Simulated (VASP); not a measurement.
HfO2, 9 atoms in the cell. Symmetry: Cm, No. 8, monoclinic system. The conventional cell has a = 6.243 Å, b = 3.605 Å, c = 8.890 Å, α = 90.00°, β = 96.72°, γ = 90.00°. Hf (site symmetry m) has 8 O at 2.21 Å within 2.9 Å. Within 2.9 Å of Hf (site symmetry m) lie 8 O at 2.21 Å. Hf (site symmetry m) has 1 O at 1.27 Å within 1.7 Å. Within 2.9 Å of O (site symmetry m) lie 4 Hf at 2.21 Å and 6 O at 2.55 Å. O (site symmetry m) has 1 Hf at 1.27 Å within 1.7 Å. Within 2.9 Å of O (site symmetry m) lie 4 Hf at 2.21 Å and 6 O at 2.55 Å. Within 2.9 Å of O (site symmetry m) lie 4 Hf at 2.21 to 2.44 Å and 6 O at 2.55 Å. Within 2.9 Å of O (site symmetry m) lie 4 Hf at 2.21 Å and 6 O at 2.55 Å.  This cell differs from its parent crystal: the part above a cut slid along it.

```yaml
Program: VASP 6.6.1
Task: single point
Functional: PBE
Potentials_or_basis: VASP PAW PBE potentials, release 64 (Hf_pv, O)
Cutoff: 520 eV
k_mesh: 7 × 7 × 3
Occupations: gaussian, width 0.05 eV
Spin: no spin polarisation
Dipole_correction: no
Further_INCAR_settings: ALGO = Normal; EDIFF = 1e-06; NBANDS = 43
```

Potentials or basis: VASP PAW PBE potentials, release 64 (Hf_pv, O).

Run with:

```console
$ cat potpaw_PBE.64/Hf_pv/POTCAR potpaw_PBE.64/O/POTCAR > POTCAR
$ mpirun -np 1 vasp_std > vasp.out
```

Hardware: 1 thread of Intel(R) Xeon(R) Platinum 8259CL CPU @ 2.50GHz (Skylake/Cascade Lake), with other jobs on the host.

**Question.** How long does it take, and how much memory?

**Answer.** Wall time 3.7 min on 1 thread of Intel(R) Xeon(R) Platinum 8259CL CPU @ 2.50GHz (Skylake/Cascade Lake), with other jobs on the host, peak memory 0.3 GiB. Counts: scf iterations 15, k points 44.
